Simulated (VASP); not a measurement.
# BaTe (Fm-3m) in VASP: notebook

Runs on BaTe. Level: r2SCAN. Tasks: relaxation of cell and atoms, single point.

Everything below comes from runs of VASP 6.6.1. Logs are shortened: lines on timing, memory, paths and dates and some standing lists are left out, and cuts for length are marked.

### Step 1. The cell of the first run

It takes space group Fm-3m (No. 225, cubic). The conventional cell has a = 6.483 Å, b = 6.483 Å, c = 6.483 Å, α = 90.00°, β = 90.00°, γ = 90.00°. Within 4.3 Å of Ba (site symmetry m-3m) lie 6 Te at 3.24 Å. Within 4.3 Å of Te (site symmetry m-3m) lie 6 Ba at 3.24 Å.

### Step 2. Relaxation of cell and atoms, r2SCAN, target pressure 15 GPa, at which the enthalpy is minimised

POSCAR

```
BaTe
1.0
    0.0000000000      3.2414476436      3.2414476436
    3.2414476436      0.0000000000      3.2414476436
    3.2414476436      3.2414476436      0.0000000000
Ba Te
1 1
Direct
    0.0000000000      0.0000000000      0.0000000000
    0.5000000000      0.5000000000      0.5000000000
```

INCAR.step1

```
SYSTEM = BaTe
PREC = Accurate ; ENCUT = 600
ISMEAR = 0 ; SIGMA = 0.02
LREAL = .FALSE. ; LASPH = .TRUE.
NELM = 100 ; GGA = PE
ALGO = Normal ; EDIFF = 1E-4
LWAVE = .TRUE. ; LCHARG = .FALSE.
```

INCAR.step2

```
SYSTEM = BaTe
PREC = Accurate ; ENCUT = 600
EDIFF = 1E-7 ; ISMEAR = 0
SIGMA = 0.02 ; LREAL = .FALSE.
LASPH = .TRUE. ; NELM = 100
ALGO = Normal ; ISIF = 3
LWAVE = .FALSE. ; LCHARG = .FALSE.
METAGGA = R2SCAN ; LMIXTAU = .TRUE.
IBRION = 2 ; NSW = 70
EDIFFG = -0.008 ; PSTRESS = 150.0
ISTART = 1
```

KPOINTS

```
regular mesh
0
G
  8 8 8
  0 0 0
```

Potentials or basis: VASP PAW PBE potentials, release 64 (Ba_sv, Te).

Command:

```
cat potpaw_PBE.64/Ba_sv/POTCAR potpaw_PBE.64/Te/POTCAR > POTCAR
cp INCAR.step1 INCAR
mpirun -np 1 vasp_std > vasp.out
cp INCAR.step2 INCAR
mpirun -np 1 vasp_std > vasp.out
```

OUTCAR:

```text
SYSTEM = BaTe
   PREC = Accurate
   ENCUT = 600
   EDIFF = 1E-7
   ISMEAR = 0
   LREAL = .FALSE.
   LASPH = .TRUE.
   NELM = 100
   ISIF = 3
   METAGGA = R2SCAN
   IBRION = 2
   NSW = 70
   EDIFFG = -0.008
   PSTRESS = 150.0
   ISTART = 1

 ion  position               nearest neighbor table
   1  0.000  0.000  0.000-   2 3.24   2 3.24   2 3.24   2 3.24   2 3.24   2 3.24
   2  0.500  0.500  0.500-   1 3.24   1 3.24   1 3.24   1 3.24   1 3.24   1 3.24

  LATTYP: Found a face centered cubic cell.
 ALAT       =     6.4828952872

  Lattice vectors:

 A1 = (   0.0000000000,   3.2414476436,   3.2414476436)
 A2 = (   3.2414476436,   0.0000000000,   3.2414476436)
 A3 = (   3.2414476436,   3.2414476436,   0.0000000000)

Analysis of symmetry for initial positions (statically):
=====================================================================
 Subroutine PRICEL returns:
 Original cell was already a primitive cell.

 Routine SETGRP: Setting up the symmetry group for a
 face centered cubic supercell.

 Subroutine GETGRP returns: Found 48 space group operations
 (whereof 48 operations were pure point group operations)
 out of a pool of 48 trial point group operations.

The static configuration has the point symmetry O_h .

Analysis of symmetry for dynamics (positions and initial velocities):
=====================================================================
 Subroutine PRICEL returns:
 Original cell was already a primitive cell.

 Routine SETGRP: Setting up the symmetry group for a
 face centered cubic supercell.

 Subroutine GETGRP returns: Found 48 space group operations
 (whereof 48 operations were pure point group operations)
 out of a pool of 48 trial point group operations.

The dynamic configuration has the point symmetry O_h .

 Subroutine INISYM returns: Found 48 space group operations
 (whereof 48 operations are pure point group operations),
 and found     1 'primitive' translations

----------------------------------------------------------------------------------------

                                     Primitive cell

  volume of cell :      68.1157

  direct lattice vectors                    reciprocal lattice vectors
     0.000000000  3.241447644  3.241447644    -0.154252067  0.154252067  0.154252067
     3.241447644  0.000000000  3.241447644     0.154252067 -0.154252067  0.154252067
     3.241447644  3.241447644  0.000000000     0.154252067  0.154252067 -0.154252067

  length of vectors
     4.584099219  4.584099219  4.584099219     0.267172418  0.267172418  0.267172418

  position of ions in fractional coordinates (direct lattice)
     0.000000000  0.000000000  0.000000000
     0.500000000  0.500000000  0.500000000

  ion indices of the primitive-cell ions
   primitive index   ion index
                 1           1
                 2           2

----------------------------------------------------------------------------------------

 KPOINTS: regular mesh

Automatic generation of k-mesh.
 Grid dimensions read from file:
 generate k-points for:    8    8    8

 Generating k-lattice:

  Cartesian coordinates                     Fractional coordinates (reciprocal lattice)
    -0.019281508  0.019281508  0.019281508     0.125000000  0.000000000  0.000000000
     0.019281508 -0.019281508  0.019281508     0.000000000  0.125000000  0.000000000
     0.019281508  0.019281508 -0.019281508     0.000000000  0.000000000  0.125000000

  Length of vectors
     0.033396552  0.033396552  0.033396552

  Shift w.r.t. Gamma in fractional coordinates (k-lattice)
     0.000000000  0.000000000  0.000000000

 Subroutine IBZKPT returns following result:
 ===========================================

 Found     29 irreducible k-points:

 Following reciprocal coordinates:
            Coordinates               Weight
  0.000000  0.000000  0.000000      1.000000
  0.125000  0.000000  0.000000      8.000000
  0.250000  0.000000  0.000000      8.000000
  0.375000  0.000000  0.000000      8.000000
  0.500000  0.000000  0.000000      4.000000
  0.125000  0.125000  0.000000      6.000000
[... 16 lines left out ...]
  0.500000  0.250000  0.125000     48.000000
 -0.375000  0.250000  0.125000     24.000000
 [... further k-points ...]
   k-points           NKPTS =     29   k-points in BZ     NKDIM =     29   number of bands    NBANDS=     12
   number of dos      NEDOS =    301   number of ions     NIONS =      2
   total plane-waves  NPLWV =  64000
   dimension x,y,z NGX =    40 NGY =   40 NGZ =   40
   dimension x,y,z NGXF=    80 NGYF=   80 NGZF=   80
   ions per type =               1   1
   NGX,Y,Z   is equivalent  to a cutoff of  14.51, 14.51, 14.51 a.u.
   NGXF,Y,Z  is equivalent  to a cutoff of  29.01, 29.01, 29.01 a.u.
 SYSTEM =  BaTe
   PREC   = accura    normal or accurate (medium, high low for compatibility)
   ISTART =      1    job   : 0-new  1-cont  2-samecut
   ICHARG =      0    charge: 1-file 2-atom 10-const
   ISPIN  =      1    spin polarized calculation?
   LNONCOLLINEAR =      F non collinear calculations
   LSORBIT =      F    spin-orbit coupling
   LASPH  =      T    aspherical Exc in radial PAW
   ENCUT  =  600.0 eV  44.10 Ry    6.64 a.u.   9.16  9.16  9.16*2*pi/ulx,y,z
   NELM   =    100;   NELMIN=  2; NELMDL=  0     # of ELM steps
   EDIFF  = 0.1E-06   stopping-criterion for ELM
   LREAL  =      F    real-space projection
   EDIFFG = -.8E-02   stopping-criterion for IOM
   NSW    =     70    number of steps for IOM
   IBRION =      2    ionic relax: 0-MD 1-quasi-New 2-CG
   NFREE  =      1    steps in history (QN), initial steepest desc. (CG)
   ISIF   =      3    stress and relaxation
   ISYM   =      2    0-nonsym 1-usesym 2-fastsym
   POTIM  = 0.5000    time-step for ionic-motion
   TEBEG  =    0.0;   TEEND  =   0.0 temperature during run
   PSTRESS=  150.0 pullay stress
   NELECT =      16.0000    total number of electrons
   NUPDOWN=      -1.0000    fix difference up-down
   EMIN   =  10.00;   EMAX   =-10.00  energy-range for DOS
   EFERMI =   0.00;   METHOD = LEGACY
   ISMEAR =     0;   SIGMA  =   0.02  broadening in eV -4-tet -1-fermi 0-gaus
   EFERMI_NEDOS =   21; number of points for ismear=-14 and -15
   IALGO  =     38    algorithm
   IMIX   =      4    mixing-type and parameters
     AMIX     =   0.40;   BMIX     =  1.00
     AMIX_MAG =   1.60;   BMIX_MAG =  1.00
  volume/ion in A,a.u.               =      34.06       229.83
  Fermi-wavevector in a.u.,A,eV,Ry     =   1.010103  1.908819 13.882144  1.020309
  Thomas-Fermi vector in A             =   2.143072
   LORBIT       =      0    0 simple, 1 ext, 2 COOP (PROOUT), +10 PAW based schemes
   METAGGA = R2SCAN    functional components
   LHFCALC =     F    Hartree Fock is set to
   AEXX    =    0.0000 exact exchange contribution
   IVDW    =     0    specifies the selected vdW correction
   LEPSILON=     F    determine dielectric tensor
   LRPA    =     F    only Hartree local field effects (RPA)
 conjugate gradient relaxation of ions
 non-spin polarized calculation
 Gauss-broadening in eV      SIGMA  =   0.02
  energy-cutoff  :      600.00
  volume of cell :       68.12
 maximum number of plane-waves:      2285
 NGX is ok and might be reduce to    40
   NGX = 19   NGY = 19   NGZ = 19

--------------------------------------- Ionic step        1  -------------------------------------------

 number of electron      15.9999999 magnetization

 Free energy of the ion-electron system (eV)
  ---------------------------------------------------
  ext. energy  EPLUGINS =         0.00000000
  ---------------------------------------------------
  free energy    TOTEN  =       -55.28258309 eV

  energy without entropy =      -55.28258309  energy(sigma->0) =      -55.28258309

------------------------ aborting loop because EDIFF is reached ----------------------------------------

  FORCE on cell =-STRESS in cart. coord.  units (eV):
  Direction    XX          YY          ZZ          XY          YZ          ZX
  --------------------------------------------------------------------------------------
  -------------------------------------------------------------------------------------
  Total        6.1828726      6.1828726      6.1828726      0.0000000      0.0000000     -0.0000000
  in kB      145.4299476    145.4299476    145.4299476      0.0000000      0.0000000     -0.0000000
  external PRESSURE =      -4.5700524 kB  Pullay stress =     150.0000000 kB
[... 61 lines left out ...]
  enthalpy is  TOTEN    =       -48.9045153045 eV   P V=        6.2879234502

--------------------------------------- Ionic step        3  -------------------------------------------

 number of electron      15.9999999 magnetization

 Free energy of the ion-electron system (eV)
  ---------------------------------------------------
  ext. energy  EPLUGINS =         0.00000000
  ---------------------------------------------------
  free energy    TOTEN  =       -55.24920238 eV

  energy without entropy =      -55.24920238  energy(sigma->0) =      -55.24920238

 E-fermi :   3.9226     XC(G=0):  -9.6737

 val. band max:        3.8078871661   @ k =   0.0000   0.0000   0.0000
 cond. band min:       4.9949853261   @ k =   0.5000   0.5000   0.0000
 fundamental gap:      1.1870981600
 Fermi energy:         3.9225559624

 k-point     1 :       0.0000    0.0000    0.0000
  band No.  band energies     occupation
      1     -23.5147      2.00000
      2      -8.3027      2.00000
      3      -8.3027      2.00000
      4      -8.3027      2.00000
      5      -6.6378      2.00000
      6       3.8079      2.00000
      7       3.8079      2.00000
      8       3.8079      2.00000
      9       6.8616      0.00000
     10       6.8616      0.00000
     11       6.8616      0.00000
     12       7.8146      0.00000
[... 331 lines left out ...]
 k-point    24 :      -0.3750    0.2500    0.1250
  band No.  band energies     occupation
      1     -23.4549      2.00000
      2      -9.2641      2.00000
      3      -8.5054      2.00000
      4      -8.3947      2.00000
      5      -5.3243      2.00000
      6       1.4430      2.00000
      7       2.3732      2.00000
      8       2.4677      2.00000
      9       7.9922      0.00000
     10       8.3550      0.00000
     11      10.1211      0.00000
     12      10.7260      0.00000

 [... further k-points ...]
[... 5 lines left out ...]
  --------------------------------------------------------------------------------------
  -------------------------------------------------------------------------------------
  Total        6.3452914      6.3452914      6.3452914     -0.0000000      0.0000000     -0.0000000
  in kB      150.0479702    150.0479702    150.0479702     -0.0000000      0.0000000     -0.0000000
  external PRESSURE =       0.0479702 kB  Pullay stress =     150.0000000 kB
[... 17 lines left out ...]
  FREE ENERGIE OF THE ION-ELECTRON SYSTEM (eV)
  ---------------------------------------------------
  free  energy   TOTEN  =       -55.2492023766 eV

  energy  without entropy=      -55.2492023766  energy(sigma->0) =      -55.24920238

  enthalpy is  TOTEN    =       -48.9059395315 eV   P V=        6.3432628451

 reached required accuracy - stopping structural energy minimisation
```

Wall time 3.4 min (1 thread of Intel Xeon 6975P-C (Granite Rapids), shared host); peak memory 0.27 GiB.

What came out:

- Free energy: -55.2492 eV
- Relaxed volume: 33.88 Å³/atom
- Relaxed cell: a = 4.576 Å, b = 4.576 Å, c = 4.576 Å, α = 60.00°, β = 60.00°, γ = 60.00°
- Space group after relaxing (to 0.05 Å): Fm-3m (No. 225)
- Energy change on relaxing (the enthalpy is what falls): +16.7 meV/atom
- Ionic steps: 3
- Pressure after relaxing: 15.0 GPa
- Band gap on the k mesh: 1.19 eV, indirect (least direct gap 1.51 eV)

The path:
```
step  energy change (eV)  largest force (eV/Å)  pressure (GPa)  volume (Å³)
   1              0.0000                0.0000           14.54        68.12
   2              0.0901                0.0000           15.78        67.16
   3              0.0334                0.0000           15.00        67.75
```

Final structure:
```
CELL_PARAMETERS angstrom
0.00000 3.23569 3.23569
3.23569 0.00000 3.23569
3.23569 3.23569 0.00000
ATOMIC_POSITIONS crystal
Ba 0.00000 0.00000 0.00000
Te 0.50000 0.50000 0.50000
```

Levels at points of the mesh, in eV from the valence-band top:
```tsv
k point	band 5	band 6	band 7	band 8	band 9	band 10	band 11	band 12
(0.00, 0.00, 0.00)	-10.45	0.00	0.00	0.00	3.05	3.05	3.05	4.01
(0.50, 0.00, 0.00)	-8.68	-2.96	-1.73	-1.73	4.95	5.83	5.84	5.84
(0.50, 0.50, 0.00)	-10.21	-1.08	-0.33	-0.33	1.19	5.24	6.55	7.06
```

Caveat: the cell is relaxed towards a set pressure, so the enthalpy falls and the energy may rise; the PAW data sets were made with another functional, which shifts forces and pressure a little; spin-orbit coupling is left out, which moves the levels of the heavy elements.

### Step 3. Relaxation of cell and atoms, r2SCAN, target pressure 60 GPa, at which the enthalpy is minimised

This run uses another cell than the first one, of 27.04 Å³/atom, 0.794 times its volume.

POSCAR

```
BaTe
1.0
    0.0000000000      3.0015086645      3.0015086645
    3.0015086645      0.0000000000      3.0015086645
    3.0015086645      3.0015086645      0.0000000000
Ba Te
1 1
Direct
    0.0000000000      0.0000000000      0.0000000000
    0.5000000000      0.5000000000      0.5000000000
```

INCAR.step1

```
PREC = Accurate ; ENCUT = 600
ISMEAR = 0 ; SIGMA = 0.02
LREAL = False ; LASPH = True
NELM = 100 ; GGA = PE
ALGO = Normal ; EDIFF = 1E-4
LWAVE = True ; LCHARG = False
```

INCAR.step2

```
PREC = Accurate ; ENCUT = 600
EDIFF = 1E-6 ; ISMEAR = 0
SIGMA = 0.02 ; LREAL = False
LASPH = True ; NELM = 100
ALGO = Normal ; ISIF = 3
LWAVE = False ; LCHARG = False
METAGGA = R2SCAN ; LMIXTAU = True
IBRION = 2 ; NSW = 70
EDIFFG = -0.008 ; PSTRESS = 600.0
ISTART = 1
```

KPOINTS

```
regular mesh
0
Gamma
  8 8 8
```

Potentials or basis: VASP PAW PBE potentials, release 64 (Ba_sv, Te).

Command:

```
cat potpaw_PBE.64/Ba_sv/POTCAR potpaw_PBE.64/Te/POTCAR > POTCAR
cp INCAR.step1 INCAR
mpirun -np 1 vasp_std > vasp.out
cp INCAR.step2 INCAR
mpirun -np 1 vasp_std > vasp.out
```

OUTCAR:

```text
PREC = Accurate
   ENCUT = 600
   EDIFF = 1E-6
   ISMEAR = 0
   LREAL = False
   LASPH = True
   NELM = 100
   ISIF = 3
   METAGGA = R2SCAN
   IBRION = 2
   NSW = 70
   EDIFFG = -0.008
   PSTRESS = 600.0
   ISTART = 1

 ion  position               nearest neighbor table
   1  0.000  0.000  0.000-   2 3.00   2 3.00   2 3.00   2 3.00   2 3.00   2 3.00
   2  0.500  0.500  0.500-   1 3.00   1 3.00   1 3.00   1 3.00   1 3.00   1 3.00

  LATTYP: Found a face centered cubic cell.
 ALAT       =     6.0030173290

  Lattice vectors:

 A1 = (   0.0000000000,   3.0015086645,   3.0015086645)
 A2 = (   3.0015086645,   0.0000000000,   3.0015086645)
 A3 = (   3.0015086645,   3.0015086645,   0.0000000000)

Analysis of symmetry for initial positions (statically):
=====================================================================
 Subroutine PRICEL returns:
 Original cell was already a primitive cell.

[... 222 lines left out ...]
      3      -1.3868      2.00000
      4      -1.3868      2.00000
      5      -0.2350      2.00000
      6      11.8049      2.00000
      7      11.8049      2.00000
      8      11.8049      2.00000
      9      12.2645      0.00000
     10      12.2645      0.00000
     11      12.2645      0.00000
     12      14.5432      0.00000
[... 458 lines left out ...]
--------------------------------------- Ionic step        5  -------------------------------------------

 number of electron      15.9999999 magnetization

 Free energy of the ion-electron system (eV)
  ---------------------------------------------------
  ext. energy  EPLUGINS =         0.00000000
  ---------------------------------------------------
  free energy    TOTEN  =       -51.50385734 eV

  energy without entropy =      -51.50384520  energy(sigma->0) =      -51.50385127

 E-fermi :   6.9209     XC(G=0): -11.2199

 val. band max:        6.8860801131   @ k =   0.3750   0.3750   0.0000
 cond. band min:       6.9521355221   @ k =   0.0000   0.0000   0.0000
 fundamental gap:      0.0660554090
 Fermi energy:         6.9209419750

 k-point     1 :       0.0000    0.0000    0.0000
  band No.  band energies     occupation
      1     -20.3889      2.00000
      2      -5.1208      2.00000
      3      -5.1207      2.00000
      4      -5.1207      2.00000
      5      -4.4778      2.00000
      6       6.9521      0.02740
      7       6.9521      0.02739
      8       6.9521      0.02739
      9       9.1580      0.00000
     10       9.1580      0.00000
     11       9.1580      0.00000
     12      10.6007      0.00000
[... 378 lines left out ...]
  energy  without entropy=      -51.5038451984  energy(sigma->0) =      -51.50385127

  enthalpy is  TOTEN    =       -32.8960761236 eV   P V=       18.6077812142

 reached required accuracy - stopping structural energy minimisation
```

OUTCAR.step1:

```text
PREC = Accurate
   ENCUT = 600
   ISMEAR = 0
   LREAL = False
   LASPH = True
[... 582 lines left out ...]
      0.00000      0.00000      0.00000         0.000000     -0.000000     -0.000000
      3.00151      3.00151      3.00151        -0.000000      0.000000      0.000000
 -----------------------------------------------------------------------------------
    total drift:                                0.000000      0.000000      0.000000

  FREE ENERGIE OF THE ION-ELECTRON SYSTEM (eV)
  ---------------------------------------------------
  free  energy   TOTEN  =        -5.7148367397 eV

  energy  without entropy=       -5.7148363302  energy(sigma->0) =       -5.71483653
```

OSZICAR.step1:

```text
N       E                     dE             d eps       ncg     rms          rms(c)
DAV:   1     0.967407957667E+02    0.96741E+02   -0.77107E+03   696   0.133E+03
DAV:   2    -0.101072865312E+01   -0.97752E+02   -0.90924E+02   952   0.211E+02
DAV:   3    -0.570279392479E+01   -0.46921E+01   -0.46086E+01   924   0.498E+01
DAV:   4    -0.580670782841E+01   -0.10391E+00   -0.10379E+00   920   0.768E+00
DAV:   5    -0.580841462446E+01   -0.17068E-02   -0.17064E-02   964   0.804E-01    0.995E+00
DAV:   6    -0.573298176385E+01    0.75433E-01   -0.56797E-02   784   0.159E+00    0.621E+00
DAV:   7    -0.571497156760E+01    0.18010E-01   -0.58062E-02   796   0.208E+00    0.483E-01
DAV:   8    -0.571468073848E+01    0.29083E-03   -0.38070E-03   788   0.442E-01    0.175E-01
DAV:   9    -0.571483191362E+01   -0.15118E-03   -0.44863E-04   840   0.151E-01    0.404E-02
DAV:  10    -0.571483673974E+01   -0.48261E-05   -0.44167E-05   460   0.524E-02
   1 F= -.57148367E+01 E0= -.57148365E+01  d E =-.409556E-06
```

Wall time 5 min (1 thread of Intel Xeon Platinum 8488C (Sapphire Rapids), shared host); peak memory 0.25 GiB.

Results:

| Property | Result |
| --- | --- |
| Free energy | -51.5039 eV |
| Relaxed volume | 24.84 Å³/atom |
| Relaxed cell | a = 4.127 Å, b = 4.127 Å, c = 4.127 Å, α = 60.00°, β = 60.00°, γ = 60.00° |
| Space group after relaxing (to 0.05 Å) | Fm-3m (No. 225) |
| Energy change on relaxing (the enthalpy is what falls) | +709.0 meV/atom |
| Ionic steps | 5 |
| Pressure after relaxing | 60.0 GPa |
| Band gap on the k mesh | zero (band 8 reaches 7.03 eV, above the bottom of band 9 at 6.89 eV) |

Step by step:
| step | energy change (eV) | largest force (eV/Å) | pressure (GPa) | volume (Å³) |
| --- | --- | --- | --- | --- |
| 1 | 0.0000 | 0.0000 | 43.98 | 54.08 |
| 2 | 10.6453 | 0.0000 | 168.19 | 35.56 |
| 3 | 1.1616 | 0.0000 | 57.17 | 50.39 |
| 4 | 1.3766 | 0.0000 | 59.54 | 49.80 |
| 5 | 1.4180 | 0.0000 | 60.03 | 49.69 |

Final structure:
```yaml
crystal:
  lattice:
    - [0.00000, 2.91793, 2.91793]
    - [2.91793, 0.00000, 2.91793]
    - [2.91793, 2.91793, 0.00000]
  atoms:
    - { symbol: Ba, position: [0.00000, 0.00000, 0.00000] }
    - { symbol: Te, position: [0.50000, 0.50000, 0.50000] }
```

Caveat: the cell is relaxed towards a set pressure, so the enthalpy falls and the energy may rise; the PAW data sets were made with another functional, which shifts forces and pressure a little; spin-orbit coupling is left out, which moves the levels of the heavy elements.

(Part 1 of 2 ends here.)
